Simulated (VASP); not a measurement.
# Si16O (a cell with a defect) in VASP: single point with PBEsol

Aim: the single point of Si16O (a cell with a defect) with PBEsol.

Everything below comes from runs of VASP 6.6.1. Logs are shortened: lines on timing, memory, paths and dates and some standing lists are left out, and cuts for length are marked.

### 1 The cell of the first run

The cell holds a defect, 17 atoms: a = 7.679 Å, b = 7.679 Å, c = 7.679 Å, α = 60.00°, β = 60.00°, γ = 60.00°.

### 2 Single point, PBEsol, collinear spin, ferromagnetic start

The input, INCAR:

```
SYSTEM = Si16O
  ALGO = Normal
  EDIFF = 1E-6
  ENCUT = 520
  GGA = PS
  ISIF = 2
  ISMEAR = -1
  ISPIN = 2
  LASPH = .True.
  LCHARG = .False.
  LORBIT = 11
  LREAL = Auto
  LWAVE = .False.
  MAGMOM = 0 0 0 0 0 0 0 0 0 0 0 0 0 0 0 0 1
  NBANDS = 53
  NELM = 150
  PREC = Accurate
  SIGMA = 0.05
```

The input, KPOINTS:

```
k-points
0
Gamma
  2 2 2
  0 0 0
```

The input, POSCAR:

```
Si16O
1.0
    0.0000000000      5.4300000000      5.4300000000
    5.4300000000      0.0000000000      5.4300000000
    5.4300000000      5.4300000000      0.0000000000
Si O
16 1
Direct
    0.0092386485     -0.0516328392      0.0423949791
    0.1309732009      0.1113891675      0.1306399603
    0.0038736048     -0.0010846165      0.5040825210
    0.1190003224      0.0824468391      0.6711902306
    0.0005658570      0.4868566135      0.0057591248
    0.1334123809      0.5763233819      0.1568926299
   -0.0423894039      0.5502586673      0.5133173555
    0.1274392784      0.6292782794      0.6299163523
    0.5050403060      0.0027488281      0.0059201748
    0.6342004431      0.1274894872      0.1269747393
    0.4754346278      0.0567812712      0.4983155595
    0.6280864231      0.1443283876      0.6317948626
    0.5047686918      0.5032943061     -0.0003558793
    0.6264805149      0.6282320395      0.1280544461
    0.5008791900      0.5198293003      0.5022229818
    0.5861815140      0.6845985079      0.6251272085
    0.9350208003      0.3157823791      0.6928702534
```

Potentials or basis: VASP PAW PBE potentials, release 64 (Si, O).

Started as:

```bash
$ cat potpaw_PBE.64/Si/POTCAR potpaw_PBE.64/O/POTCAR > POTCAR
$ mpirun -np 1 vasp_std > vasp.out
```

OUTCAR:

```text
SYSTEM = Si16O
   EDIFF = 1E-6
   ENCUT = 520
   GGA = PS
   ISIF = 2
   ISMEAR = -1
   ISPIN = 2
   LASPH = .True.
   LORBIT = 11
   LREAL = Auto
   NELM = 150
   PREC = Accurate

 ion  position               nearest neighbor table
   1  0.009  0.948  0.042-   4 2.33   6 2.33   2 2.36  10 2.38
   2  0.131  0.111  0.131-   3 2.34   9 2.35   5 2.35   1 2.36
   3  0.004  0.999  0.504-   4 2.32   8 2.32   2 2.34  12 2.36
   4  0.119  0.082  0.671-  17 1.66   3 2.32  11 2.32   1 2.33   7 2.93
   5  0.001  0.487  0.006-  14 2.35   6 2.35   2 2.35   8 2.36
   6  0.133  0.576  0.157-   7 2.32   1 2.33  13 2.35   5 2.35
   7  0.958  0.550  0.513-  17 1.66   8 2.32   6 2.32  16 2.33   4 2.93
   8  0.127  0.629  0.630-   3 2.32   7 2.32  15 2.34   5 2.36
   9  0.505  0.003  0.006-  14 2.35   2 2.35  12 2.35  10 2.35
  10  0.634  0.127  0.127-   9 2.35  11 2.36  13 2.36   1 2.38
  11  0.475  0.057  0.498-   4 2.32  16 2.34  10 2.36  12 2.36
  12  0.628  0.144  0.632-   9 2.35  15 2.35  11 2.36   3 2.36
  13  0.505  0.503  1.000-  14 2.35   6 2.35  10 2.36  16 2.38
  14  0.626  0.628  0.128-   9 2.35   5 2.35  15 2.35  13 2.35
  15  0.501  0.520  0.502-   8 2.34  14 2.35  12 2.35  16 2.36
  16  0.586  0.685  0.625-   7 2.33  11 2.34  15 2.36  13 2.38
  17  0.935  0.316  0.693-   7 1.66   4 1.66

  LATTYP: Found a face centered cubic cell.
 ALAT       =    10.8600000000

  Lattice vectors:

 A1 = (   0.0000000000,   5.4300000000,   5.4300000000)
 A2 = (   5.4300000000,   0.0000000000,   5.4300000000)
 A3 = (   5.4300000000,   5.4300000000,   0.0000000000)

Analysis of symmetry for initial positions (statically):
=====================================================================
 Subroutine PRICEL returns:
 Original cell was already a primitive cell.

 Routine SETGRP: Setting up the symmetry group for a
 face centered cubic supercell.

 Subroutine GETGRP returns: Found  1 space group operations
 (whereof  1 operations were pure point group operations)
 out of a pool of 48 trial point group operations.

The static configuration has the point symmetry C_1 .

Analysis of symmetry for dynamics (positions and initial velocities):
=====================================================================
 Subroutine PRICEL returns:
 Original cell was already a primitive cell.

 Routine SETGRP: Setting up the symmetry group for a
 face centered cubic supercell.

 Subroutine GETGRP returns: Found  1 space group operations
 (whereof  1 operations were pure point group operations)
 out of a pool of 48 trial point group operations.

The dynamic configuration has the point symmetry C_1 .

Analysis of structural, dynamic, and magnetic symmetry:
=====================================================================
 Subroutine PRICEL returns:
 Original cell was already a primitive cell.

 Routine SETGRP: Setting up the symmetry group for a
 face centered cubic supercell.

 Subroutine GETGRP returns: Found  1 space group operations
 (whereof  1 operations were pure point group operations)
 out of a pool of 48 trial point group operations.

The overall configuration has the point symmetry C_1 .

 Subroutine INISYM returns: Found  1 space group operations
 (whereof  1 operations are pure point group operations),
 and found     1 'primitive' translations

----------------------------------------------------------------------------------------

                                     Primitive cell

  volume of cell :     320.2060

  direct lattice vectors                    reciprocal lattice vectors
     0.000000000  5.430000000  5.430000000    -0.092081031  0.092081031  0.092081031
     5.430000000  0.000000000  5.430000000     0.092081031 -0.092081031  0.092081031
     5.430000000  5.430000000  0.000000000     0.092081031  0.092081031 -0.092081031

  length of vectors
     7.679179644  7.679179644  7.679179644     0.159489025  0.159489025  0.159489025

  position of ions in fractional coordinates (direct lattice)
     0.009238649  0.948367161  0.042394979
     0.130973201  0.111389168  0.130639960
     0.003873605  0.998915383  0.504082521
     0.119000322  0.082446839  0.671190231
     0.000565857  0.486856614  0.005759125
     0.133412381  0.576323382  0.156892630
[... 9 lines left out ...]
     0.586181514  0.684598508  0.625127208
     0.935020800  0.315782379  0.692870253

  ion indices of the primitive-cell ions
   primitive index   ion index
                 1           1
                 2           2
                 3           3
                 4           4
                 5           5
                 6           6
[... 9 lines left out ...]
                16          16
                17          17

----------------------------------------------------------------------------------------

 KPOINTS: k-points

Automatic generation of k-mesh.
 Grid dimensions read from file:
 generate k-points for:    2    2    2

 Generating k-lattice:

  Cartesian coordinates                     Fractional coordinates (reciprocal lattice)
    -0.046040516  0.046040516  0.046040516     0.500000000  0.000000000  0.000000000
     0.046040516 -0.046040516  0.046040516     0.000000000  0.500000000  0.000000000
     0.046040516  0.046040516 -0.046040516     0.000000000  0.000000000  0.500000000

  Length of vectors
     0.079744512  0.079744512  0.079744512

  Shift w.r.t. Gamma in fractional coordinates (k-lattice)
     0.000000000  0.000000000  0.000000000

 Subroutine IBZKPT returns following result:
 ===========================================

 Found      8 irreducible k-points:

 Following reciprocal coordinates:
            Coordinates               Weight
  0.000000  0.000000  0.000000      1.000000
  0.500000  0.000000  0.000000      1.000000
  0.000000  0.500000  0.000000      1.000000
  0.000000  0.000000  0.500000      1.000000
  0.500000  0.500000  0.500000      1.000000
  0.500000  0.500000  0.000000      1.000000
  0.000000  0.500000  0.500000      1.000000
  0.500000  0.000000  0.500000      1.000000
   k-points           NKPTS =      8   k-points in BZ     NKDIM =      8   number of bands    NBANDS=     53
   number of dos      NEDOS =    301   number of ions     NIONS =     17
   total plane-waves  NPLWV = 216000
   dimension x,y,z NGX =    60 NGY =   60 NGZ =   60
   dimension x,y,z NGXF=   120 NGYF=  120 NGZF=  120
   ions per type =              16   1
   NGX,Y,Z   is equivalent  to a cutoff of  12.99, 12.99, 12.99 a.u.
   NGXF,Y,Z  is equivalent  to a cutoff of  25.98, 25.98, 25.98 a.u.
 SYSTEM =  Si16O
   PREC   = accura    normal or accurate (medium, high low for compatibility)
   ISTART =      0    job   : 0-new  1-cont  2-samecut
   ICHARG =      2    charge: 1-file 2-atom 10-const
   ISPIN  =      2    spin polarized calculation?
   LNONCOLLINEAR =      F non collinear calculations
   LSORBIT =      F    spin-orbit coupling
   LASPH  =      T    aspherical Exc in radial PAW
   ENCUT  =  520.0 eV  38.22 Ry    6.18 a.u.  14.28 14.28 14.28*2*pi/ulx,y,z
   NELM   =    150;   NELMIN=  2; NELMDL= -5     # of ELM steps
   EDIFF  = 0.1E-05   stopping-criterion for ELM
   LREAL  =      T    real-space projection
   EDIFFG = 0.1E-04   stopping-criterion for IOM
   NSW    =      0    number of steps for IOM
   IBRION =     -1    ionic relax: 0-MD 1-quasi-New 2-CG
   NFREE  =      0    steps in history (QN), initial steepest desc. (CG)
   ISIF   =      2    stress and relaxation
   ISYM   =      2    0-nonsym 1-usesym 2-fastsym
   POTIM  = 0.5000    time-step for ionic-motion
   TEBEG  =    0.0;   TEEND  =   0.0 temperature during run
   PSTRESS=    0.0 pullay stress
   NELECT =      70.0000    total number of electrons
   NUPDOWN=      -1.0000    fix difference up-down
   EMIN   =  10.00;   EMAX   =-10.00  energy-range for DOS
   EFERMI =   0.00;   METHOD = LEGACY
   ISMEAR =    -1;   SIGMA  =   0.05  broadening in eV -4-tet -1-fermi 0-gaus
   EFERMI_NEDOS =   21; number of points for ismear=-14 and -15
   IALGO  =     38    algorithm
   IMIX   =      4    mixing-type and parameters
     AMIX     =   0.40;   BMIX     =  1.00
     AMIX_MAG =   1.60;   BMIX_MAG =  1.00
  volume/ion in A,a.u.               =      18.84       127.11
  Fermi-wavevector in a.u.,A,eV,Ry     =   0.986199  1.863645 13.232857  0.972588
  Thomas-Fermi vector in A             =   2.117562
   LORBIT       =     11    0 simple, 1 ext, 2 COOP (PROOUT), +10 PAW based schemes
   GGA     = PS    functional components
   LHFCALC =     F    Hartree Fock is set to
   AEXX    =    0.0000 exact exchange contribution
   IVDW    =     0    specifies the selected vdW correction
   LEPSILON=     F    determine dielectric tensor
   LRPA    =     F    only Hartree local field effects (RPA)
 spin polarized calculation
  energy-cutoff  :      520.00
  volume of cell :      320.21
 maximum number of plane-waves:      8646
 NGX is ok and might be reduce to    60
   NGX = 29   NGY = 29   NGZ = 29

 number of electron      69.9999998 magnetization       0.0005047

 number of electron      69.9999998 magnetization      -0.0000752

 Free energy of the ion-electron system (eV)
  ---------------------------------------------------
  ext. energy  EPLUGINS =         0.00000000
  ---------------------------------------------------
  free energy    TOTEN  =       -98.32089257 eV

  energy without entropy =      -98.31800919  energy(sigma->0) =      -98.31945088

 E-fermi :   6.0516     XC(G=0):  -9.6839

 val. band max:        5.8428133205   @ k =   0.0000   0.0000   0.0000
 cond. band min:       6.2417049041   @ k =   0.0000   0.0000   0.0000
 fundamental gap:      0.3988915836
 Fermi energy:         6.0515722613

 spin component 1

 k-point     1 :       0.0000    0.0000    0.0000
  band No.  band energies     occupation
      1     -14.4917      1.00000
      2      -5.8762      1.00000
      3      -4.4696      1.00000
      4      -3.7358      1.00000
      5      -3.7176      1.00000
      6      -3.3738      1.00000
[... 39 lines left out ...]
     46       8.5678      0.00000
     47       8.6074      0.00000
[... 308 lines left out ...]
      6      -4.0109      1.00000
[... 39 lines left out ...]
     46      10.2149      0.00000
     47      10.3077      0.00000
 Fermi energy:         6.0515722613

 spin component 2

 k-point     1 :       0.0000    0.0000    0.0000
  band No.  band energies     occupation
      1     -14.4917      1.00000
      2      -5.8762      1.00000
      3      -4.4696      1.00000
      4      -3.7358      1.00000
      5      -3.7176      1.00000
      6      -3.3738      1.00000
[... 39 lines left out ...]
     46       8.5677      0.00000
     47       8.6074      0.00000
[... 308 lines left out ...]
      6      -4.0109      1.00000
[... 39 lines left out ...]
     46      10.2149      0.00000
     47      10.3077      0.00000
 [bands above 47 left out]

------------------------ aborting loop because EDIFF is reached ----------------------------------------

  FORCE on cell =-STRESS in cart. coord.  units (eV):
  Direction    XX          YY          ZZ          XY          YZ          ZX
  --------------------------------------------------------------------------------------
  -------------------------------------------------------------------------------------
  Total        4.5149376      5.1699256      4.5101065     -2.0711550     -2.1669105      2.8750014
  in kB       22.5908645     25.8681512     22.5666915    -10.3631956    -10.8423162     14.3853078
  external PRESSURE =      23.6752357 kB  Pullay stress =       0.0000000 kB

 VOLUME and BASIS-vectors are now :
 -----------------------------------------------------------------------------
  energy-cutoff  :      520.00
  volume of cell :      320.21
      direct lattice vectors                 reciprocal lattice vectors
     0.000000000  5.430000000  5.430000000    -0.092081031  0.092081031  0.092081031
     5.430000000  0.000000000  5.430000000     0.092081031 -0.092081031  0.092081031
     5.430000000  5.430000000  0.000000000     0.092081031  0.092081031 -0.092081031

 POSITION                                       TOTAL-FORCE (eV/Angst)
 -----------------------------------------------------------------------------------
      5.37984      0.28037      5.19980         0.012245      0.005979     -0.014906
      1.31422      1.42056      1.31603        -0.003693     -0.001709     -0.002638
      8.16128      2.75820      5.44514         0.011890     -0.007100      0.004899
      4.09225      4.29073      1.09386        -0.061703      0.074853     -0.016741
      2.67490      0.03434      2.64670        -0.009806     -0.007356     -0.001697
      3.98136      1.57636      3.85387        -0.001726      0.004779     -0.002744
[... 9 lines left out ...]
      7.11181      6.57741      6.90034        -0.003490     -0.014288      0.008149
      5.47698      8.83945      6.79186         0.033644      0.007346     -0.047213
 -----------------------------------------------------------------------------------
    total drift:                                0.001092      0.011744      0.005352

  FREE ENERGIE OF THE ION-ELECTRON SYSTEM (eV)
  ---------------------------------------------------
  free  energy   TOTEN  =       -98.3208925670 eV

  energy  without entropy=      -98.3180091893  energy(sigma->0) =      -98.31945088

 total charge

# of ion       s       p       d       tot
------------------------------------------
    1        0.750   0.951   0.000   1.701
    2        0.740   0.951   0.000   1.691
    3        0.745   0.973   0.000   1.718
    4        0.744   0.943   0.000   1.686
    5        0.741   0.946   0.000   1.687
    6        0.746   0.964   0.000   1.710
[... 9 lines left out ...]
   16        0.750   0.950   0.000   1.700
   17        1.572   3.582   0.000   5.154
--------------------------------------------------
tot         13.475  18.806   0.000  32.281

 magnetization (x)

# of ion       s       p       d       tot
------------------------------------------
    1        0.000   0.000   0.000   0.000
    2        0.000   0.000   0.000   0.000
    3        0.000   0.000   0.000   0.000
    4       -0.000  -0.000   0.000  -0.000
    5        0.000   0.000   0.000   0.000
    6        0.000   0.000   0.000   0.000
[... 9 lines left out ...]
   16        0.000   0.000   0.000   0.000
   17       -0.000  -0.000   0.000  -0.000
--------------------------------------------------
tot          0.000   0.000   0.000   0.000
```

It took 12 min on 1 thread of Oxide Virtual Turin-like, shared host; peak memory 0.68 GiB.

Results:

| Quantity | Value |
| --- | --- |
| Free energy | -98.3209 eV |
| Pressure | 2.4 GPa |
| Largest force | 0.098 eV/Å |
| Band gap on the k mesh | 0.40 eV |
| Net moment | 0.00 μB per cell |
| Valence electrons inside the program's atomic spheres | Si 1.70, 1.69, 1.72, 1.71, 1.68 (each value once); O 5.15 |

Forces in eV/Å, atoms in the order of the input:
```
Si   0.012  0.006 -0.015
Si  -0.004 -0.002 -0.003
Si   0.012 -0.007  0.005
Si  -0.062  0.075 -0.017
Si  -0.010 -0.007 -0.002
Si  -0.002  0.005 -0.003
Si   0.018 -0.037  0.067
Si  -0.011 -0.005 -0.003
Si   0.000  0.004  0.008
Si   0.018  0.000  0.001
Si   0.006 -0.008  0.013
Si  -0.012 -0.016 -0.012
Si  -0.003 -0.001  0.005
Si   0.002 -0.006 -0.008
Si   0.005  0.007  0.003
Si  -0.003 -0.014  0.008
O    0.034  0.007 -0.047
```

Levels at points of the mesh, in eV from the valence-band top:
Spin up:
```
           k point  band 33  band 34  band 35  band 36  band 37  band 38
(0.00, 0.00, 0.00)    -0.33    -0.07     0.00     0.40     0.67     0.71
(0.50, 0.00, 0.00)    -0.81    -0.62    -0.54     1.21     1.33     1.50
(0.00, 0.50, 0.00)    -0.67    -0.66    -0.08     1.06     1.35     1.44
(0.00, 0.00, 0.50)    -0.80    -0.62    -0.54     1.22     1.33     1.49
(0.50, 0.50, 0.50)    -0.76    -0.63    -0.57     1.11     1.36     1.51
(0.50, 0.50, 0.00)    -1.26    -1.18    -0.51     1.18     1.38     2.24
(0.00, 0.50, 0.50)    -1.26    -1.18    -0.55     1.19     1.38     2.25
(0.50, 0.00, 0.50)    -1.34    -1.03    -0.96     1.35     1.38     2.22
```
Spin down:
| k point | band 33 | band 34 | band 35 | band 36 | band 37 | band 38 |
| --- | --- | --- | --- | --- | --- | --- |
| (0.00, 0.00, 0.00) | -0.33 | -0.07 | 0.00 | 0.40 | 0.67 | 0.71 |
| (0.50, 0.00, 0.00) | -0.81 | -0.62 | -0.54 | 1.21 | 1.33 | 1.50 |
| (0.00, 0.50, 0.00) | -0.67 | -0.66 | -0.08 | 1.06 | 1.35 | 1.44 |
| (0.00, 0.00, 0.50) | -0.80 | -0.62 | -0.54 | 1.22 | 1.33 | 1.49 |
| (0.50, 0.50, 0.50) | -0.76 | -0.63 | -0.57 | 1.11 | 1.36 | 1.51 |
| (0.50, 0.50, 0.00) | -1.26 | -1.18 | -0.51 | 1.18 | 1.38 | 2.24 |
| (0.00, 0.50, 0.50) | -1.26 | -1.18 | -0.55 | 1.19 | 1.38 | 2.25 |
| (0.50, 0.00, 0.50) | -1.34 | -1.03 | -0.96 | 1.35 | 1.38 | 2.22 |

Caveat: the k points lie up to 0.50 Å⁻¹ apart; semilocal functionals underestimate gaps, and a narrow one can read as zero; the PAW data sets were made with another functional, which shifts forces and pressure a little.
